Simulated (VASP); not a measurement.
# Mo: relaxation of cell and atoms with PBE

Crystal: Mo.

```
CELL_PARAMETERS angstrom
-1.39769 1.39769 1.39769
1.39769 -1.39769 1.39769
1.39769 1.39769 -1.39769
ATOMIC_POSITIONS crystal
Mo 0.00000 0.00000 0.00000
```

- Program: VASP 6.6.1
- Task: relaxation of cell and atoms
- Functional: PBE
- Potentials or basis: VASP PAW PBE potentials, release 64 (Mo_sv)
- Cutoff: 600 eV
- k mesh: 19 × 19 × 19
- Occupations: fermi-dirac, width 0.05 eV
- Spin: no spin polarisation
- Target pressure: 200 GPa
- Dipole correction: no
- Further INCAR settings: ALGO = Normal; EDIFF = 1e-07; IBRION = 2; EDIFFG = -0.005; NSW = 32; ISIF = 3

```json
{
 "Relaxed volume": "10.96 Å³/atom",
 "Relaxed cell": "a = 2.423 Å, b = 2.423 Å, c = 2.423 Å, α = 109.47°, β = 109.47°, γ = 109.47°",
 "Space group after relaxing (to 0.1 Å)": "Im-3m (No. 229)",
 "Energy change on relaxing (the run minimises the enthalpy)": "-42.8 meV/atom",
 "Ionic steps": "3",
 "Pressure after relaxing": "200.0 GPa",
 "Band gap on the k mesh": "zero (bands 7 and 8 overlap by 8.38 eV)"
}
```

The path:
```
step  energy change (eV)  largest force (eV/Å)  pressure (GPa)  volume (Å³)
   1              0.0000                0.0000          202.87        10.92
   2             -0.3700                0.0000          177.81        11.23
   3             -0.0428                0.0000          199.97        10.96
```

Final structure:
```
CELL_PARAMETERS angstrom
-1.39914 1.39914 1.39914
1.39914 -1.39914 1.39914
1.39914 1.39914 -1.39914
ATOMIC_POSITIONS crystal
Mo 0.00000 0.00000 0.00000
```

Levels at points of the mesh, in eV from the Fermi level:
| k point | band 3 | band 4 | band 5 | band 6 | band 7 | band 8 | band 9 | band 10 | band 11 |
| --- | --- | --- | --- | --- | --- | --- | --- | --- | --- |
| (0.00, 0.00, 0.00) | -33.73 | -33.73 | -7.93 | -2.43 | -2.43 | -2.43 | 2.12 | 2.12 | 14.90 |

Wall time 54 s on 1 thread of Intel(R) Xeon(R) Platinum 8259CL CPU @ 2.50GHz (Skylake/Cascade Lake), on a shared host, peak memory 0.16 GiB.

Caveat: the cell is relaxed towards a set pressure, so the run minimises the enthalpy, not the energy.
